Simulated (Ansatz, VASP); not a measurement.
## Two plane-wave programs on Al2Pt

```
Al Pt
1.0
     4.20475    0.00000    0.00000
    -2.10237    3.64142    0.00000
     0.00000    0.00000   23.58290
Al Pt
6 3
Direct
  0.00000 0.00000 0.31803
  0.33333 0.66667 0.39082
  0.66667 0.33333 0.46361
  0.00000 0.00000 0.53639
  0.33333 0.66667 0.60918
  0.66667 0.33333 0.68197
  0.66667 0.33333 0.35442
  0.33333 0.66667 0.50000
  0.00000 0.00000 0.64558
```

Alike in both runs: task single point; functional PBE; k mesh 9 × 9 × 1; occupations gaussian, width 0.1 eV; no spin polarisation.

|  | VASP | Ansatz |
| --- | --- | --- |
| version | VASP 6.6.1 | Ansatz 0.2.0 |
| potentials or method | VASP PAW PBE potentials, release 64 (Al, Pt), cutoff 520 eV | scalar-relativistic, plane waves, PAW |
| valence electrons in the cell | 48 | 72 |

|  | VASP | Ansatz | Ansatz less VASP |
| --- | --- | --- | --- |
| gap on the k mesh at the Fermi level (eV) | none | none | - |
| rms of the force components (eV/Å) | 0.220 | 0.219 | -0.0009 |
| work function, face that differs most (eV) | 4.03 | 4.02 | -0.004 |

A gap of «none» marks a metal or a gap that the smearing closes. With one functional, cell and mesh, what is left measures potentials, basis and numerics. VASP's potentials hold 48 valence electrons a cell and Ansatz's 72, so a difference there can come from the potentials and not from the codes. Ansatz's warnings: xc potential rough in thin density.

Neither program's run includes spin-orbit coupling.
